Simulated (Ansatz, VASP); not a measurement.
Ta in VASP and in Ansatz

Contents of INCAR:

```
SYSTEM = Ta
PREC = Accurate
ENCUT = 520
EDIFF = 1E-6
ISMEAR = -1
SIGMA = 0.05
LREAL = .False.
LASPH = .True.
NELM = 100
ALGO = Normal
ISIF = 2
LWAVE = .False.
LCHARG = .True.
GGA = PE
LELF = .True.
LVHAR = .True.
NBANDS = 12
```

Contents of KPOINTS:

```
Automatic mesh
0
Gamma
  16 16 16
  0 0 0
```

Contents of POSCAR:

```
Ta
1.0
   -1.5666617266      1.5666617266      1.5666617266
    1.5666617266     -1.5666617266      1.5666617266
    1.5666617266      1.5666617266     -1.5666617266
Ta
1
Direct
    0.0000000000      0.0000000000      0.0000000000
```

Input for Ansatz:

```yaml
crystal:
  lattice:
    - [-1.5666617266, 1.5666617266, 1.5666617266]
    - [1.5666617266, -1.5666617266, 1.5666617266]
    - [1.5666617266, 1.5666617266, -1.5666617266]
  atoms:
    - { symbol: Ta, position: [0.0, 0.0, 0.0] }
kpoints:
  mp_grid: { grid: [16, 16, 16] }
scf:
  occupations: { method: fermi_dirac, width: 0.05 }
hamiltonian:
  xc: pbe
  pseudopotentials: { kind: all_electron, lapw: { basis_error: 0.001 } }
output:
  forces: true
  stress: true
  eigenvalues: true
  populations: true
```

Change from the starting cell: volume scaled by 0.84, LAPW.

Alike in both runs: task single point; functional PBE; k mesh 16 × 16 × 16; occupations fermi-dirac, width 0.05 eV; no spin polarisation.

|  | VASP | Ansatz |
| --- | --- | --- |
| version | VASP 6.6.1 | Ansatz 0.2.0 |
| potentials or method | VASP PAW PBE potentials, release 64 (Ta_pv), cutoff 520 eV | all-electron LAPW, scalar-relativistic |

```csv
,VASP,Ansatz,Ansatz less VASP
pressure (GPa),46.5,45.4,-1.08
```

Both programs put the cell under a high pressure, so it lies far from rest at this level. Ansatz ran all-electron here, and VASP with PAW potentials.

Neither program's run includes spin-orbit coupling.
